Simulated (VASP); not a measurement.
# Ga (Im-3m) in VASP: further runs, part 2 of 2

VASP 6.6.1. Earlier steps stand in the parts before.

### 3 Single point, PBEsol

The input, INCAR:

```
SYSTEM = Ga
PREC = Accurate ; ENCUT = 500
EDIFF = 1E-6 ; ISMEAR = -1
SIGMA = 0.05 ; LREAL = .FALSE.
LASPH = .TRUE. ; NELM = 120
ALGO = Normal ; ISIF = 2
LWAVE = .FALSE. ; LCHARG = .TRUE.
GGA = PS ; LELF = .TRUE.
LVHAR = .TRUE. ; NBANDS = 12
GGA_COMPAT = .FALSE.
```

The input, KPOINTS:

```
regular mesh
0
G
  9 9 9
  0 0 0
```

The input, POSCAR:

```
Ga
1.0
    1.6490949640      1.6490949640      1.6490949640
   -1.6490949640      1.6490949640      1.6490949640
   -1.6490949640     -1.6490949640      1.6490949640
Ga
1
Direct
    0.0000000000      0.0000000000      0.0000000000
```

Potentials or basis: VASP PAW PBE potentials, release 64 (Ga_d).

On the command line:

```
$ cat potpaw_PBE.64/Ga_d/POTCAR > POTCAR
$ mpirun -np 1 vasp_std > vasp.out
```

OUTCAR:

```text
SYSTEM = Ga
   PREC = Accurate
   ENCUT = 500
   EDIFF = 1E-6
   ISMEAR = -1
   LREAL = .FALSE.
   LASPH = .TRUE.
   NELM = 120
   ISIF = 2
   GGA = PS

 ion  position               nearest neighbor table
   1  0.000  0.000  0.000-

  LATTYP: Found a body centered cubic cell.
 ALAT       =     3.2981899280

  Lattice vectors:

 A1 = (   1.6490949640,  -1.6490949640,  -1.6490949640)
 A2 = (   1.6490949640,   1.6490949640,   1.6490949640)
 A3 = (  -1.6490949640,  -1.6490949640,   1.6490949640)

Analysis of symmetry for initial positions (statically):
=====================================================================
 Subroutine PRICEL returns:
 Original cell was already a primitive cell.

 Routine SETGRP: Setting up the symmetry group for a
 body centered cubic supercell.

 Subroutine GETGRP returns: Found 48 space group operations
 (whereof 48 operations were pure point group operations)
 out of a pool of 48 trial point group operations.

The static configuration has the point symmetry O_h .

Analysis of symmetry for dynamics (positions and initial velocities):
=====================================================================
 Subroutine PRICEL returns:
 Original cell was already a primitive cell.

 Routine SETGRP: Setting up the symmetry group for a
 body centered cubic supercell.

 Subroutine GETGRP returns: Found 48 space group operations
 (whereof 48 operations were pure point group operations)
 out of a pool of 48 trial point group operations.

The dynamic configuration has the point symmetry O_h .

 Subroutine INISYM returns: Found 48 space group operations
 (whereof 48 operations are pure point group operations),
 and found     1 'primitive' translations

----------------------------------------------------------------------------------------

                                     Primitive cell

  volume of cell :      17.9389

  direct lattice vectors                    reciprocal lattice vectors
     1.649094964  1.649094964  1.649094964     0.303196608  0.000000000  0.303196608
    -1.649094964  1.649094964  1.649094964    -0.303196608  0.303196608  0.000000000
    -1.649094964 -1.649094964  1.649094964     0.000000000 -0.303196608  0.303196608

  length of vectors
     2.856316264  2.856316264  2.856316264     0.428784756  0.428784756  0.428784756

  position of ions in fractional coordinates (direct lattice)
     0.000000000  0.000000000  0.000000000

  ion indices of the primitive-cell ions
   primitive index   ion index
                 1           1

----------------------------------------------------------------------------------------

 KPOINTS: regular mesh

Automatic generation of k-mesh.
 Grid dimensions read from file:
 generate k-points for:    9    9    9

 Generating k-lattice:

  Cartesian coordinates                     Fractional coordinates (reciprocal lattice)
     0.033688512  0.000000000  0.033688512     0.111111111  0.000000000  0.000000000
    -0.033688512  0.033688512  0.000000000     0.000000000  0.111111111  0.000000000
     0.000000000 -0.033688512  0.033688512     0.000000000  0.000000000  0.111111111

  Length of vectors
     0.047642751  0.047642751  0.047642751

  Shift w.r.t. Gamma in fractional coordinates (k-lattice)
     0.000000000  0.000000000  0.000000000

 Subroutine IBZKPT returns following result:
 ===========================================

 Found     35 irreducible k-points:

 Following reciprocal coordinates:
            Coordinates               Weight
  0.000000  0.000000  0.000000      1.000000
  0.111111  0.000000  0.000000     12.000000
  0.222222  0.000000  0.000000     12.000000
  0.333333  0.000000  0.000000     12.000000
  0.444444  0.000000  0.000000     12.000000
  0.222222  0.111111  0.000000     24.000000
[... 16 lines left out ...]
  0.111111 -0.444444  0.111111     24.000000
  0.222222 -0.444444  0.111111     24.000000
 [... further k-points ...]
   k-points           NKPTS =     35   k-points in BZ     NKDIM =     35   number of bands    NBANDS=     12
   number of dos      NEDOS =    301   number of ions     NIONS =      1
   total plane-waves  NPLWV =  13824
   dimension x,y,z NGX =    24 NGY =   24 NGZ =   24
   dimension x,y,z NGXF=    48 NGYF=   48 NGZF=   48
   ions per type =               1
   NGX,Y,Z   is equivalent  to a cutoff of  13.97, 13.97, 13.97 a.u.
   NGXF,Y,Z  is equivalent  to a cutoff of  27.94, 27.94, 27.94 a.u.
 SYSTEM =  Ga
   PREC   = accura    normal or accurate (medium, high low for compatibility)
   ISTART =      0    job   : 0-new  1-cont  2-samecut
   ICHARG =      2    charge: 1-file 2-atom 10-const
   ISPIN  =      1    spin polarized calculation?
   LNONCOLLINEAR =      F non collinear calculations
   LSORBIT =      F    spin-orbit coupling
   LASPH  =      T    aspherical Exc in radial PAW
   ENCUT  =  500.0 eV  36.75 Ry    6.06 a.u.   5.21  5.21  5.21*2*pi/ulx,y,z
   NELM   =    120;   NELMIN=  2; NELMDL= -5     # of ELM steps
   EDIFF  = 0.1E-05   stopping-criterion for ELM
   LREAL  =      F    real-space projection
   EDIFFG = 0.1E-04   stopping-criterion for IOM
   NSW    =      0    number of steps for IOM
   IBRION =     -1    ionic relax: 0-MD 1-quasi-New 2-CG
   NFREE  =      0    steps in history (QN), initial steepest desc. (CG)
   ISIF   =      2    stress and relaxation
   ISYM   =      2    0-nonsym 1-usesym 2-fastsym
   POTIM  = 0.5000    time-step for ionic-motion
   TEBEG  =    0.0;   TEEND  =   0.0 temperature during run
   PSTRESS=    0.0 pullay stress
   NELECT =      13.0000    total number of electrons
   NUPDOWN=      -1.0000    fix difference up-down
   EMIN   =  10.00;   EMAX   =-10.00  energy-range for DOS
   EFERMI =   0.00;   METHOD = LEGACY
   ISMEAR =    -1;   SIGMA  =   0.05  broadening in eV -4-tet -1-fermi 0-gaus
   EFERMI_NEDOS =   21; number of points for ismear=-14 and -15
   IALGO  =     38    algorithm
   IMIX   =      4    mixing-type and parameters
     AMIX     =   0.40;   BMIX     =  1.00
     AMIX_MAG =   1.60;   BMIX_MAG =  1.00
  volume/ion in A,a.u.               =      17.94       121.06
  Fermi-wavevector in a.u.,A,eV,Ry     =   1.470473  2.778790 29.419739  2.162290
  Thomas-Fermi vector in A             =   2.585725
   LORBIT       =      0    0 simple, 1 ext, 2 COOP (PROOUT), +10 PAW based schemes
   GGA     = PS    functional components
   LHFCALC =     F    Hartree Fock is set to
   AEXX    =    0.0000 exact exchange contribution
   IVDW    =     0    specifies the selected vdW correction
   LEPSILON=     F    determine dielectric tensor
   LRPA    =     F    only Hartree local field effects (RPA)
 non-spin polarized calculation
  energy-cutoff  :      500.00
  volume of cell :       17.94
 maximum number of plane-waves:       470
 NGX is ok and might be reduce to    24
   NGX = 11   NGY = 11   NGZ = 11

 number of electron      13.0000009 magnetization

 Free energy of the ion-electron system (eV)
  ---------------------------------------------------
  ext. energy  EPLUGINS =         0.00000000
  ---------------------------------------------------
  free energy    TOTEN  =        -3.30948913 eV

  energy without entropy =       -3.30384227  energy(sigma->0) =       -3.30666570

 E-fermi :   6.0197     XC(G=0): -11.4087

 val. band max:        5.8895313383   @ k =  -0.4444   0.3333   0.1111
 cond. band min:       6.0478644630   @ k =   0.4444   0.2222   0.1111
 fundamental gap:      0.1583331246
 Fermi energy:         6.0197456760

 k-point     1 :       0.0000    0.0000    0.0000
  band No.  band energies     occupation
      1      -9.0340      2.00000
      2      -9.0340      2.00000
      3      -9.0340      2.00000
      4      -8.8209      2.00000
      5      -8.8209      2.00000
      6      -5.5602      2.00000
      7      19.0611      0.00000
      8      19.0611      0.00000
      9      19.0611      0.00000
     10      23.5758      0.00000
     11      23.5759      0.00000
     12      23.5771      0.00000

 k-point     2 :       0.1111    0.0000    0.0000
  band No.  band energies     occupation
      1      -9.0454      2.00000
      2      -9.0274      2.00000
      3      -8.9950      2.00000
      4      -8.8320      2.00000
      5      -8.8208      2.00000
      6      -5.2108      2.00000
      7      16.2031      0.00000
      8      17.6207      0.00000
      9      18.4473      0.00000
     10      21.1535      0.00000
     11      21.2723      0.00000
     12      23.1322      0.00000
[... 316 lines left out ...]
 k-point    24 :       0.2222   -0.4444    0.1111
  band No.  band energies     occupation
      1      -9.0867      2.00000
      2      -9.0237      2.00000
      3      -8.8455      2.00000
      4      -8.8272      2.00000
      5      -8.8060      2.00000
      6       0.4538      2.00000
      7       6.2040      0.04901
      8       7.4189      0.00000
      9      10.1358      0.00000
     10      25.2751      0.00000
     11      25.8874      0.00000
     12      28.3248      0.00000

 [... further k-points ...]
[... 5 lines left out ...]
  --------------------------------------------------------------------------------------
  -------------------------------------------------------------------------------------
  Total        0.0041471      0.0041471      0.0041471     -0.0000000     -0.0000000     -0.0000000
  in kB        0.3703887      0.3703887      0.3703887     -0.0000000     -0.0000000     -0.0000000
  external PRESSURE =       0.3703887 kB  Pullay stress =       0.0000000 kB

 VOLUME and BASIS-vectors are now :
 -----------------------------------------------------------------------------
  energy-cutoff  :      500.00
  volume of cell :       17.94
      direct lattice vectors                 reciprocal lattice vectors
     1.649094964  1.649094964  1.649094964     0.303196608  0.000000000  0.303196608
    -1.649094964  1.649094964  1.649094964    -0.303196608  0.303196608  0.000000000
    -1.649094964 -1.649094964  1.649094964     0.000000000 -0.303196608  0.303196608

 POSITION                                       TOTAL-FORCE (eV/Angst)
 -----------------------------------------------------------------------------------
      0.00000      0.00000      0.00000        -0.000000      0.000000     -0.000000
 -----------------------------------------------------------------------------------
    total drift:                                0.000000      0.000000     -0.000000

  FREE ENERGIE OF THE ION-ELECTRON SYSTEM (eV)
  ---------------------------------------------------
  free  energy   TOTEN  =        -3.3094891317 eV

  energy  without entropy=       -3.3038422700  energy(sigma->0) =       -3.30666570
```

Run time: 5.7 s. Hardware: 1 thread of AMD EPYC 9R45 (Zen 5), shared host; peak memory 0.11 GiB.

What came out:

```
Free energy : -3.3095 eV
Pressure    : 0.0 GPa
```

Levels at points of the mesh, in eV from the Fermi level:
```csv
k point,band 3,band 4,band 5,band 6,band 7,band 8,band 9,band 10
"(0.00, 0.00, 0.00)",-15.05,-14.84,-14.84,-11.58,13.04,13.04,13.04,17.56
```

Caveat: the PAW data sets were made with another functional, which shifts forces and pressure a little.

### 4 Single point, PBEsol

This run uses another cell than the first one, of 18.12 Å³/atom, 1.010 times its volume.

The input, INCAR:

```
SYSTEM = Ga
PREC = Accurate
ENCUT = 500
EDIFF = 1E-6
ISMEAR = -1
SIGMA = 0.05
LREAL = .False.
LASPH = .True.
NELM = 120
ALGO = Normal
ISIF = 2
LWAVE = .False.
LCHARG = .True.
GGA = PS
LELF = .True.
LVHAR = .True.
NBANDS = 12
GGA_COMPAT = .False.
```

The input, KPOINTS:

```
Automatic mesh
0
Gamma
  9 9 9
  0 0 0
```

The input, POSCAR:

```
Ga
1.0
    1.6545737251      1.6545737251      1.6545737251
   -1.6545737251      1.6545737251      1.6545737251
   -1.6545737251     -1.6545737251      1.6545737251
Ga
1
Direct
    0.0000000000      0.0000000000      0.0000000000
```

On the command line:

```
$ cat potpaw_PBE.64/Ga_d/POTCAR > POTCAR
$ mpirun -np 1 vasp_std > vasp.out
```

Run time: 5.5 s. Hardware: 1 thread of AMD EPYC 9R45 (Zen 5), shared host; peak memory 0.11 GiB.

It converged, with:

```
Free energy : -3.3093 eV
Pressure    : -0.5 GPa
```

Levels at points of the mesh, in eV from the Fermi level:
```tsv
k point	band 2	band 3	band 4	band 5	band 6	band 7	band 8	band 9	band 10	band 11
(0.00, 0.00, 0.00)	-15.04	-15.04	-14.83	-14.83	-11.50	12.92	12.92	12.92	17.46	17.46
```

Caveat: the PAW data sets were made with another functional, which shifts forces and pressure a little.

### 5 Single point, PBEsol

This run uses another cell than the first one, of 17.84 Å³/atom, 0.994 times its volume.

The input, INCAR:

```
PREC = Accurate
ENCUT = 500
EDIFF = 1E-6
ISMEAR = -1
SIGMA = 0.05
LREAL = False
LASPH = True
NELM = 120
ALGO = Normal
ISIF = 2
LWAVE = False
LCHARG = True
GGA = PS
LELF = True
LVHAR = True
NBANDS = 12
GGA_COMPAT = False
```

The input, KPOINTS:

```
Automatic mesh
0
Gamma
  10 10 10
```

The input, POSCAR:

```
Ga
1.0
    1.6459980348      1.6459980348      1.6459980348
   -1.6459980348      1.6459980348      1.6459980348
   -1.6459980348     -1.6459980348      1.6459980348
Ga
1
Direct
    0.0000000000      0.0000000000      0.0000000000
```

On the command line:

```
$ cat potpaw_PBE.64/Ga_d/POTCAR > POTCAR
$ mpirun -np 1 vasp_std > vasp.out
```

It took 7.1 s on 1 thread of AMD EPYC 9R45 (Zen 5), shared host; peak memory 0.11 GiB.

Results (log left out):

```yaml
Free_energy: -3.3269 eV
Pressure: 0.1 GPa
```

Levels at points of the mesh, in eV from the Fermi level:
```csv
k point,band 2,band 3,band 4,band 5,band 6,band 7,band 8,band 9,band 10,band 11
"(0.00, 0.00, 0.00)",-14.85,-14.85,-14.64,-14.64,-11.42,13.32,13.32,13.32,17.83,17.83
"(0.50, 0.00, 0.00)",-14.93,-14.65,-14.64,-14.50,-4.44,-3.93,7.41,9.44,11.83,12.34
"(0.50, 0.50, 0.50)",-14.98,-14.54,-14.54,-14.54,1.70,1.70,1.70,2.00,5.90,5.90
```

Caveat: the PAW data sets were made with another functional, which shifts forces and pressure a little.

### 6 Single point, PBEsol

This run uses another cell than the first one, of 17.76 Å³/atom, 0.990 times its volume.

The input, INCAR:

```
SYSTEM = Ga
ALGO = Normal ; EDIFF = 1E-6
ENCUT = 500 ; GGA = PS
GGA_COMPAT = .FALSE. ; ISIF = 2
ISMEAR = -1 ; LASPH = .TRUE.
LCHARG = .FALSE. ; LREAL = .FALSE.
LWAVE = .FALSE. ; NBANDS = 12
NELM = 120 ; PREC = Accurate
SIGMA = 0.05
```

The input, KPOINTS:

```
k-points
0
G
  10 10 10
  0 0 0
```

The input, POSCAR:

```
Ga
1.0
    1.6435795551      1.6435795551      1.6435795551
   -1.6435795551      1.6435795551      1.6435795551
   -1.6435795551     -1.6435795551      1.6435795551
Ga
1
Direct
    0.0000000000      0.0000000000      0.0000000000
```

Potentials or basis: VASP PAW PBE potentials, release 64 (Ga_d).

On the command line:

```
$ cat potpaw_PBE.64/Ga_d/POTCAR > POTCAR
$ mpirun -np 1 vasp_std > vasp.out
```

Run time: 6.8 s. Hardware: 1 thread of AMD EPYC 9R45 (Zen 5), shared host; peak memory 0.11 GiB.

It converged, with:

```yaml
Free_energy: -3.3268 eV
Pressure: 0.4 GPa
```

Levels at points of the mesh, in eV from the Fermi level:
```
           k point  band 4  band 5  band 6  band 7  band 8  band 9
(0.00, 0.00, 0.00)  -14.64  -14.64  -11.45   13.38   13.38   13.38
(0.50, 0.00, 0.00)  -14.64  -14.51   -4.44   -3.95    7.43    9.46
(0.50, 0.50, 0.50)  -14.54  -14.54    1.70    1.70    1.70    2.03
```

Caveat: the PAW data sets were made with another functional, which shifts forces and pressure a little.

### 7 Overview

```csv
cell,k mesh,gap on the mesh (eV),pressure (GPa)
"a = 2.856 Å, angles 70.5, 109.5, 70.5°, 1 atom",9 × 9 × 9,none,0.0
"a = 2.866 Å, angles 70.5, 109.5, 70.5°, 1 atom",9 × 9 × 9,none,-0.5
"a = 2.851 Å, angles 70.5, 109.5, 70.5°, 1 atom",10 × 10 × 10,none,0.1
"a = 2.847 Å, angles 70.5, 109.5, 70.5°, 1 atom",10 × 10 × 10,none,0.4
```

Alike in all rows: task single point; level PBEsol; potentials or basis VASP PAW PBE potentials, release 64 (Ga_d); no spin polarisation; cutoff (eV) 500; smearing fermi-dirac 0.05 eV.

Caveats: the PAW data sets were made with another functional, which shifts forces and pressure a little.

Total energies depend on the potentials used, so only differences within one code and one set of settings carry meaning.
